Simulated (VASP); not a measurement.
# Y (I4/mmm) in VASP: notebook

The runs below take Y through single point, with PBEsol.

All numbers are computed with VASP 6.6.1; they aren't measurements. Logs are shortened: lines on timing, memory, paths and dates and some standing lists are left out, and cuts for length are marked.

## 1. The cell of the first run

It takes space group I4/mmm (No. 139, tetragonal). The conventional cell has a = 3.514 Å, b = 3.514 Å, c = 4.572 Å, α = 90.00°, β = 90.00°, γ = 90.00°. Y (site symmetry 4/mmm) has 12 Y at 3.38 to 3.51 Å within 4.4 Å.

## 2. Single point, PBEsol (strain +0.000 along x and y, -0.080 along z)

Input file INCAR:

```
SYSTEM = Y
ALGO = Normal
EDIFF = 1E-6
ENCUT = 520
GGA = PS
ISIF = 2
ISMEAR = 0
LASPH = .True.
LCHARG = .True.
LELF = .True.
LREAL = .False.
LVHAR = .True.
LWAVE = .False.
NBANDS = 12
NELM = 80
PREC = Accurate
SIGMA = 0.15
```

Input file KPOINTS:

```
k-points
0
Gamma
  16 16 16
  0 0 0
```

Input file POSCAR:

```
Y
1.0
    0.0000000000      2.4850000000      2.2862000000
    2.4850000000      0.0000000000      2.2862000000
    2.4850000000      2.4850000000      0.0000000000
Y
1
Direct
    0.0000000000      0.0000000000      0.0000000000
```

Potentials or basis: VASP PAW PBE potentials, release 64 (Y_sv).

Started as:

```bash
cat potpaw_PBE.64/Y_sv/POTCAR > POTCAR
mpirun -np 1 vasp_std > vasp.out
```

OUTCAR:

```text
SYSTEM = Y
   EDIFF = 1E-6
   ENCUT = 520
   GGA = PS
   ISIF = 2
   ISMEAR = 0
   LASPH = .True.
   LREAL = .False.
   NELM = 80
   PREC = Accurate

 ion  position               nearest neighbor table
   1  0.000  0.000  0.000-

  LATTYP: Found a body centered tetragonal cell.
 ALAT       =     3.5143207025
 C/A-ratio  =     1.3010764774

  Lattice vectors:

 A1 = (   0.0000000000,  -2.4850000000,  -2.2862000000)
 A2 = (   0.0000000000,   2.4850000000,  -2.2862000000)
 A3 = (   2.4850000000,   0.0000000000,   2.2862000000)

Analysis of symmetry for initial positions (statically):
=====================================================================
 Subroutine PRICEL returns:
 Original cell was already a primitive cell.

 Routine SETGRP: Setting up the symmetry group for a
 body centered tetragonal supercell.

 Subroutine GETGRP returns: Found 16 space group operations
 (whereof 16 operations were pure point group operations)
 out of a pool of 16 trial point group operations.

The static configuration has the point symmetry D_4h.

Analysis of symmetry for dynamics (positions and initial velocities):
=====================================================================
 Subroutine PRICEL returns:
 Original cell was already a primitive cell.

 Routine SETGRP: Setting up the symmetry group for a
 body centered tetragonal supercell.

 Subroutine GETGRP returns: Found 16 space group operations
 (whereof 16 operations were pure point group operations)
 out of a pool of 16 trial point group operations.

The dynamic configuration has the point symmetry D_4h.

 Subroutine INISYM returns: Found 16 space group operations
 (whereof 16 operations are pure point group operations),
 and found     1 'primitive' translations

----------------------------------------------------------------------------------------

                                     Primitive cell

  volume of cell :      28.2356

  direct lattice vectors                    reciprocal lattice vectors
     0.000000000  2.485000000  2.286200000    -0.201207243  0.201207243  0.218703526
     2.485000000  0.000000000  2.286200000     0.201207243 -0.201207243  0.218703526
     2.485000000  2.485000000  0.000000000     0.201207243  0.201207243 -0.218703526

  length of vectors
     3.376675205  3.376675205  3.514320702     0.358887088  0.358887088  0.358887088

  position of ions in fractional coordinates (direct lattice)
     0.000000000  0.000000000  0.000000000

  ion indices of the primitive-cell ions
   primitive index   ion index
                 1           1

----------------------------------------------------------------------------------------

 KPOINTS: k-points

Automatic generation of k-mesh.
 Grid dimensions read from file:
 generate k-points for:   16   16   16

 Generating k-lattice:

  Cartesian coordinates                     Fractional coordinates (reciprocal lattice)
    -0.012575453  0.012575453  0.013668970     0.062500000  0.000000000  0.000000000
     0.012575453 -0.012575453  0.013668970     0.000000000  0.062500000  0.000000000
     0.012575453  0.012575453 -0.013668970     0.000000000  0.000000000  0.062500000

  Length of vectors
     0.022430443  0.022430443  0.022430443

  Shift w.r.t. Gamma in fractional coordinates (k-lattice)
     0.000000000  0.000000000  0.000000000

 Subroutine IBZKPT returns following result:
 ===========================================

 Found    349 irreducible k-points:

 Following reciprocal coordinates:
            Coordinates               Weight
  0.000000  0.000000  0.000000      1.000000
  0.062500  0.000000  0.000000      8.000000
  0.125000  0.000000  0.000000      8.000000
  0.187500  0.000000  0.000000      8.000000
  0.250000  0.000000  0.000000      8.000000
  0.312500 -0.000000  0.000000      8.000000
[... 16 lines left out ...]
 -0.125000  0.062500  0.000000      8.000000
 -0.062500  0.062500  0.000000      4.000000
 [... further k-points ...]
   k-points           NKPTS =    349   k-points in BZ     NKDIM =    349   number of bands    NBANDS=     12
   number of dos      NEDOS =    301   number of ions     NIONS =      1
   total plane-waves  NPLWV =  21952
   dimension x,y,z NGX =    28 NGY =   28 NGZ =   28
   dimension x,y,z NGXF=    56 NGYF=   56 NGZF=   56
   ions per type =               1
   NGX,Y,Z   is equivalent  to a cutoff of  13.79, 13.79, 13.25 a.u.
   NGXF,Y,Z  is equivalent  to a cutoff of  27.57, 27.57, 26.49 a.u.
 SYSTEM =  Y
   PREC   = accura    normal or accurate (medium, high low for compatibility)
   ISTART =      0    job   : 0-new  1-cont  2-samecut
   ICHARG =      2    charge: 1-file 2-atom 10-const
   ISPIN  =      1    spin polarized calculation?
   LNONCOLLINEAR =      F non collinear calculations
   LSORBIT =      F    spin-orbit coupling
   LASPH  =      T    aspherical Exc in radial PAW
   ENCUT  =  520.0 eV  38.22 Ry    6.18 a.u.   6.28  6.28  6.53*2*pi/ulx,y,z
   NELM   =     80;   NELMIN=  2; NELMDL= -5     # of ELM steps
   EDIFF  = 0.1E-05   stopping-criterion for ELM
   LREAL  =      F    real-space projection
   EDIFFG = 0.1E-04   stopping-criterion for IOM
   NSW    =      0    number of steps for IOM
   IBRION =     -1    ionic relax: 0-MD 1-quasi-New 2-CG
   NFREE  =      0    steps in history (QN), initial steepest desc. (CG)
   ISIF   =      2    stress and relaxation
   ISYM   =      2    0-nonsym 1-usesym 2-fastsym
   POTIM  = 0.5000    time-step for ionic-motion
   TEBEG  =    0.0;   TEEND  =   0.0 temperature during run
   PSTRESS=    0.0 pullay stress
   NELECT =      11.0000    total number of electrons
   NUPDOWN=      -1.0000    fix difference up-down
   EMIN   =  10.00;   EMAX   =-10.00  energy-range for DOS
   EFERMI =   0.00;   METHOD = LEGACY
   ISMEAR =     0;   SIGMA  =   0.15  broadening in eV -4-tet -1-fermi 0-gaus
   EFERMI_NEDOS =   21; number of points for ismear=-14 and -15
   IALGO  =     38    algorithm
   IMIX   =      4    mixing-type and parameters
     AMIX     =   0.40;   BMIX     =  1.00
     AMIX_MAG =   1.60;   BMIX_MAG =  1.00
  volume/ion in A,a.u.               =      28.24       190.54
  Fermi-wavevector in a.u.,A,eV,Ry     =   1.195657  2.259465 19.450840  1.429596
  Thomas-Fermi vector in A             =   2.331617
   LORBIT       =      0    0 simple, 1 ext, 2 COOP (PROOUT), +10 PAW based schemes
   GGA     = PS    functional components
   LHFCALC =     F    Hartree Fock is set to
   AEXX    =    0.0000 exact exchange contribution
   IVDW    =     0    specifies the selected vdW correction
   LEPSILON=     F    determine dielectric tensor
   LRPA    =     F    only Hartree local field effects (RPA)
 non-spin polarized calculation
 Gauss-broadening in eV      SIGMA  =   0.15
  energy-cutoff  :      520.00
  volume of cell :       28.24
 maximum number of plane-waves:       789
 NGX is ok and might be reduce to    28
   NGX = 13   NGY = 13   NGZ = 13

 number of electron      11.0000000 magnetization

 Free energy of the ion-electron system (eV)
  ---------------------------------------------------
  ext. energy  EPLUGINS =         0.00000000
  ---------------------------------------------------
  free energy    TOTEN  =        -6.76788785 eV

  energy without entropy =       -6.75324065  energy(sigma->0) =       -6.76056425

 E-fermi :   3.6930     XC(G=0): -10.1408

 val. band max:        3.6926855216   @ k =  -0.2500   0.3125   0.0625
 cond. band min:       3.6936875744   @ k =  -0.1875   0.1250   0.3125
 fundamental gap:      0.0010020529
 Fermi energy:         3.6929911513

 k-point     1 :       0.0000    0.0000    0.0000
  band No.  band energies     occupation
      1     -38.5785      2.00000
      2     -18.1576      2.00000
      3     -18.1576      2.00000
      4     -18.1497      2.00000
      5      -1.2645      2.00000
      6       5.4167      0.00000
      7       5.4167      0.00000
      8       6.1365      0.00000
      9       7.4123      0.00000
     10       8.4513      0.00000
     11      13.1678      0.00000
     12      16.1652      0.00000

 k-point     2 :       0.0625    0.0000    0.0000
  band No.  band energies     occupation
      1     -38.5739      2.00000
      2     -18.1925      2.00000
      3     -18.1641      2.00000
      4     -18.1550      2.00000
      5      -1.1485      2.00000
      6       5.3579      0.00000
      7       5.4671      0.00000
      8       6.1148      0.00000
      9       7.3672      0.00000
     10       8.3665      0.00000
     11      13.4379      0.00000
     12      16.0225      0.00000

 k-point     3 :       0.1250    0.0000    0.0000
  band No.  band energies     occupation
      1     -38.5608      2.00000
      2     -18.2979      2.00000
      3     -18.1823      2.00000
      4     -18.1625      2.00000
      5      -0.8147      2.00000
      6       5.1285      0.00000
      7       5.5765      0.00000
      8       6.1528      0.00000
      9       7.3011      0.00000
     10       8.1719      0.00000
     11      14.0942      0.00000
     12      15.4858      0.00000
[... 286 lines left out ...]
 k-point    23 :      -0.1250    0.0625    0.0000
  band No.  band energies     occupation
      1     -38.5527      2.00000
      2     -18.3411      2.00000
      3     -18.1999      2.00000
      4     -18.1843      2.00000
      5      -0.5959      2.00000
      6       4.9220      0.00000
      7       5.7010      0.00000
      8       6.2650      0.00000
      9       6.9911      0.00000
     10       8.2376      0.00000
     11      14.5081      0.00000
     12      15.4722      0.00000

 k-point    24 :      -0.0625    0.0625    0.0000
  band No.  band energies     occupation
      1     -38.5674      2.00000
      2     -18.2342      2.00000
      3     -18.1769      2.00000
      4     -18.1680      2.00000
      5      -0.9760      2.00000
      6       5.1732      0.00000
      7       5.5521      0.00000
      8       6.2405      0.00000
      9       7.1690      0.00000
     10       8.3140      0.00000
     11      13.8042      0.00000
     12      15.7752      0.00000

 [... further k-points ...]

------------------------ aborting loop because EDIFF is reached ----------------------------------------

  FORCE on cell =-STRESS in cart. coord.  units (eV):
  Direction    XX          YY          ZZ          XY          YZ          ZX
  --------------------------------------------------------------------------------------
  -------------------------------------------------------------------------------------
  Total        0.5717345      0.5717345      0.9996893      0.0000000      0.0000000      0.0000000
  in kB       32.4420256     32.4420256     56.7255367      0.0000000      0.0000000      0.0000000
  external PRESSURE =      40.5365293 kB  Pullay stress =       0.0000000 kB

 VOLUME and BASIS-vectors are now :
 -----------------------------------------------------------------------------
  energy-cutoff  :      520.00
  volume of cell :       28.24
      direct lattice vectors                 reciprocal lattice vectors
     0.000000000  2.485000000  2.286200000    -0.201207243  0.201207243  0.218703526
     2.485000000  0.000000000  2.286200000     0.201207243 -0.201207243  0.218703526
     2.485000000  2.485000000  0.000000000     0.201207243  0.201207243 -0.218703526

 POSITION                                       TOTAL-FORCE (eV/Angst)
 -----------------------------------------------------------------------------------
      0.00000      0.00000      0.00000         0.000000      0.000000      0.000000
 -----------------------------------------------------------------------------------
    total drift:                               -0.000000     -0.000000     -0.000000

  FREE ENERGIE OF THE ION-ELECTRON SYSTEM (eV)
  ---------------------------------------------------
  free  energy   TOTEN  =        -6.7678878481 eV

  energy  without entropy=       -6.7532406488  energy(sigma->0) =       -6.76056425
```

Wall time 84 s (1 thread of AMD EPYC 7R13 (Zen 3), shared host); peak memory 0.25 GiB.

Results:

- Free energy: -6.7679 eV
- Pressure: 4.1 GPa

Stress tensor (GPa, compression positive):
```
3.24 0.00 0.00
0.00 3.24 0.00
0.00 0.00 5.67
```

Caveat: the cell differs from its parent crystal (strain +0.000 along x and y, -0.080 along z); the PAW data sets were made with another functional, which shifts forces and pressure a little.

## 3. Single point, PBEsol (strain +0.000 along x and y, -0.040 along z)

Input file INCAR:

```
SYSTEM = Y
  PREC = Accurate
  ENCUT = 520
  EDIFF = 1E-6
  ISMEAR = 0
  SIGMA = 0.15
  LREAL = .False.
  LASPH = .True.
  NELM = 60
  ALGO = Fast
  ISIF = 2
  LWAVE = .False.
  LCHARG = .False.
  GGA = PS
  NBANDS = 12
```

Input file KPOINTS:

```
Automatic mesh
0
Gamma
  16 16 16
  0 0 0
```

Input file POSCAR:

```
Y
1.0
    0.0000000000      2.4850000000      2.3856000000
    2.4850000000      0.0000000000      2.3856000000
    2.4850000000      2.4850000000      0.0000000000
Y
1
Direct
    0.0000000000      0.0000000000      0.0000000000
```

Potentials or basis: VASP PAW PBE potentials, release 64 (Y_sv).

Started as:

```bash
cat potpaw_PBE.64/Y_sv/POTCAR > POTCAR
mpirun -np 1 vasp_std > vasp.out
```

OUTCAR:

```text
SYSTEM = Y
   PREC = Accurate
   ENCUT = 520
   EDIFF = 1E-6
   ISMEAR = 0
   LREAL = .False.
   LASPH = .True.
   NELM = 60
   ISIF = 2
   GGA = PS

 ion  position               nearest neighbor table
   1  0.000  0.000  0.000-

  LATTYP: Found a body centered tetragonal cell.
 ALAT       =     3.5143207025
 C/A-ratio  =     1.3576450199

  Lattice vectors:

 A1 = (   0.0000000000,  -2.4850000000,  -2.3856000000)
 A2 = (   0.0000000000,   2.4850000000,  -2.3856000000)
 A3 = (   2.4850000000,   0.0000000000,   2.3856000000)

Analysis of symmetry for initial positions (statically):
=====================================================================
 Subroutine PRICEL returns:
 Original cell was already a primitive cell.

 Routine SETGRP: Setting up the symmetry group for a
 body centered tetragonal supercell.

 Subroutine GETGRP returns: Found 16 space group operations
 (whereof 16 operations were pure point group operations)
 out of a pool of 16 trial point group operations.

The static configuration has the point symmetry D_4h.

Analysis of symmetry for dynamics (positions and initial velocities):
=====================================================================
 Subroutine PRICEL returns:
 Original cell was already a primitive cell.

 Routine SETGRP: Setting up the symmetry group for a
 body centered tetragonal supercell.

 Subroutine GETGRP returns: Found 16 space group operations
 (whereof 16 operations were pure point group operations)
 out of a pool of 16 trial point group operations.

The dynamic configuration has the point symmetry D_4h.

 Subroutine INISYM returns: Found 16 space group operations
 (whereof 16 operations are pure point group operations),
 and found     1 'primitive' translations

----------------------------------------------------------------------------------------

[... 111 lines left out ...]
  volume/ion in A,a.u.               =      29.46       198.83
  Fermi-wavevector in a.u.,A,eV,Ry     =   1.178815  2.227637 18.906716  1.389604
  Thomas-Fermi vector in A             =   2.315137
   LORBIT       =      0    0 simple, 1 ext, 2 COOP (PROOUT), +10 PAW based schemes
   GGA     = PS    functional components
   LHFCALC =     F    Hartree Fock is set to
   AEXX    =    0.0000 exact exchange contribution
   IVDW    =     0    specifies the selected vdW correction
   LEPSILON=     F    determine dielectric tensor
   LRPA    =     F    only Hartree local field effects (RPA)
 non-spin polarized calculation
 RMM-DIIS sequential band-by-band and
 Gauss-broadening in eV      SIGMA  =   0.15
  energy-cutoff  :      520.00
  volume of cell :       29.46
 maximum number of plane-waves:       821
 NGX is ok and might be reduce to    28
   NGX = 13   NGY = 13   NGZ = 13

 number of electron      11.0000000 magnetization

 Free energy of the ion-electron system (eV)
  ---------------------------------------------------
  ext. energy  EPLUGINS =         0.00000000
  ---------------------------------------------------
  free energy    TOTEN  =        -6.79983177 eV

  energy without entropy =       -6.78487706  energy(sigma->0) =       -6.79235442

 E-fermi :   3.4728     XC(G=0):  -9.9650

 val. band max:        3.4614461682   @ k =   0.3750   0.1875   0.0000
 cond. band min:       3.4733284717   @ k =  -0.2500   0.3125   0.1250
 fundamental gap:      0.0118823034
 Fermi energy:         3.4728479610

 k-point     1 :       0.0000    0.0000    0.0000
  band No.  band energies     occupation
      1     -38.8829      2.00000
      2     -18.5110      2.00000
      3     -18.5110      2.00000
      4     -18.5073      2.00000
      5      -1.4373      2.00000
      6       5.2464      0.00000
      7       5.2464      0.00000
      8       5.5974      0.00000
      9       7.3512      0.00000
     10       7.8667      0.00000
     11      12.7618      0.00000
     12      16.0109      0.00000
[... 331 lines left out ...]
 k-point    24 :      -0.0625    0.0625    0.0000
  band No.  band energies     occupation
      1     -38.8732      2.00000
      2     -18.5828      2.00000
      3     -18.5305      2.00000
      4     -18.5181      2.00000
      5      -1.1553      2.00000
      6       4.9717      0.00000
      7       5.3782      0.00000
      8       5.7185      0.00000
      9       7.0924      0.00000
     10       7.7960      0.00000
     11      13.3941      0.00000
     12      15.3452      0.00000

 [... further k-points ...]
[... 5 lines left out ...]
  --------------------------------------------------------------------------------------
  -------------------------------------------------------------------------------------
  Total        0.2693686      0.2693686      0.4918697      0.0000000     -0.0000000      0.0000000
  in kB       14.6479625     14.6479625     26.7473176      0.0000000     -0.0000000      0.0000000
  external PRESSURE =      18.6810809 kB  Pullay stress =       0.0000000 kB

 VOLUME and BASIS-vectors are now :
 -----------------------------------------------------------------------------
  energy-cutoff  :      520.00
  volume of cell :       29.46
      direct lattice vectors                 reciprocal lattice vectors
     0.000000000  2.485000000  2.385600000    -0.201207243  0.201207243  0.209590879
     2.485000000  0.000000000  2.385600000     0.201207243 -0.201207243  0.209590879
     2.485000000  2.485000000  0.000000000     0.201207243  0.201207243 -0.209590879

 POSITION                                       TOTAL-FORCE (eV/Angst)
 -----------------------------------------------------------------------------------
      0.00000      0.00000      0.00000        -0.000000      0.000000      0.000000
 -----------------------------------------------------------------------------------
    total drift:                               -0.000000     -0.000000     -0.000000

  FREE ENERGIE OF THE ION-ELECTRON SYSTEM (eV)
  ---------------------------------------------------
  free  energy   TOTEN  =        -6.7998317695 eV

  energy  without entropy=       -6.7848770630  energy(sigma->0) =       -6.79235442
```

stdout:

```text
POSCAR found type information on POSCAR Y
 POSCAR found :  1 types and       1 ions
 scaLAPACK will be used
 -----------------------------------------------------------------------------
|                                                                             |
|                                                                             |
|     You enforced a specific xc type in the INCAR file but a different       |
|     I HOPE YOU KNOW WHAT YOU ARE DOING!                                     |
|                                                                             |
 -----------------------------------------------------------------------------

 LDA part: xc-table for (Slater+PW92), standard interpolation
 POSCAR, INCAR and KPOINTS ok, starting setup
 FFT: planning ... GRIDC
 FFT: planning ... GRID_SOFT
 FFT: planning ... GRID
 WAVECAR not read
 entering main loop
WARNING in EDDRMM: call to ZHEGV failed, returncode =   6  3      6
WARNING in EDDRMM: call to ZHEGV failed, returncode =   8  4     10
```

Run time: 2.3 min. Hardware: 1 thread of AMD EPYC 7R13 (Zen 3), shared host; peak memory 0.25 GiB.

Results:

```
Free energy : -6.7998 eV
Pressure    : 1.9 GPa
```

Caveat: the cell differs from its parent crystal (strain +0.000 along x and y, -0.040 along z); the PAW data sets were made with another functional, which shifts forces and pressure a little.
